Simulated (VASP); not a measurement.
Set up this calculation in VASP 6.6.1, as the native input.

* Task: single point
* Functional: PBE-based screened hybrid with 25 % exact exchange
* Potentials or basis: VASP PAW PBE potentials, release 64 (Ti_sv, Al)
* Cutoff: 520 eV
* k mesh: 6 × 6 × 3
* Occupations: fermi-dirac, width 0.05 eV
* Spin: no spin polarisation
* Dipole correction: no
* Grid for exact exchange (PRECFOCK): Normal
* Share of exact exchange: 0.25
* Further INCAR settings: ALGO = Normal; EDIFF = 1e-06; NBANDS = 14
* Screening parameter: 0.3 1/Å

TiAl:

```xyz
2
Lattice="2.8774 0.0000 0.0000 -1.4387 2.4919 0.0000 0.0000 0.0000 4.6246" Properties=species:S:1:pos:R:3 pbc="T T T"
Ti    0.0000    0.0000    0.0000
Al    0.0000    1.6613    2.3123
```

These files were run (other wordings do the same):

POSCAR

```
TiAl
1.0
    2.8773958028      0.0000000000      0.0000000000
   -1.4386979014      2.4918978620      0.0000000000
    0.0000000000      0.0000000000      4.6246071445
Ti Al
1 1
Direct
    0.0000000000      0.0000000000      0.0000000000
    0.3333333333      0.6666666667      0.5000000000
```

INCAR.step1

```
PREC = Accurate ; ENCUT = 520
EDIFF = 1E-5 ; ISMEAR = -1
SIGMA = 0.05 ; LREAL = F
LASPH = T ; NELM = 60
ALGO = Normal ; ISIF = 2
LWAVE = T ; NBANDS = 14
GGA = PE
```

INCAR.step2

```
PREC = Accurate ; ENCUT = 520
EDIFF = 1E-6 ; ISMEAR = -1
SIGMA = 0.05 ; LREAL = F
LASPH = T ; NELM = 60
ALGO = Normal ; ISIF = 2
LWAVE = F ; LCHARG = T
GGA = PE ; LHFCALC = T
AEXX = 0.25 ; HFSCREEN = 0.3
PRECFOCK = Normal ; LELF = T
LVHAR = T ; NBANDS = 14
ISTART = 1
```

KPOINTS

```
Automatic mesh
0
Gamma
  6 6 3
```

Potentials or basis: VASP PAW PBE potentials, release 64 (Ti_sv, Al).

Launch:

```sh
$ cat potpaw_PBE.64/Ti_sv/POTCAR potpaw_PBE.64/Al/POTCAR > POTCAR
$ cp INCAR.step1 INCAR
$ mpirun -np 1 vasp_std > vasp.out
$ cp INCAR.step2 INCAR
$ mpirun -np 1 vasp_std > vasp.out
```

It gave:

- Pressure: -0.2 GPa
- Band gap on the k mesh: zero (an odd number of electrons rules out a gap without spin polarisation)

Caveat: the k points lie up to 0.45 Å⁻¹ apart, too coarse for converged energies and pressures of a metal; the PAW data sets were made with another functional, which shifts forces and pressure a little.

Run time: 23 min on 1 thread of AMD EPYC 7R43 64-Core Processor (Zen 3), on a shared host, peak memory 0.24 GiB.
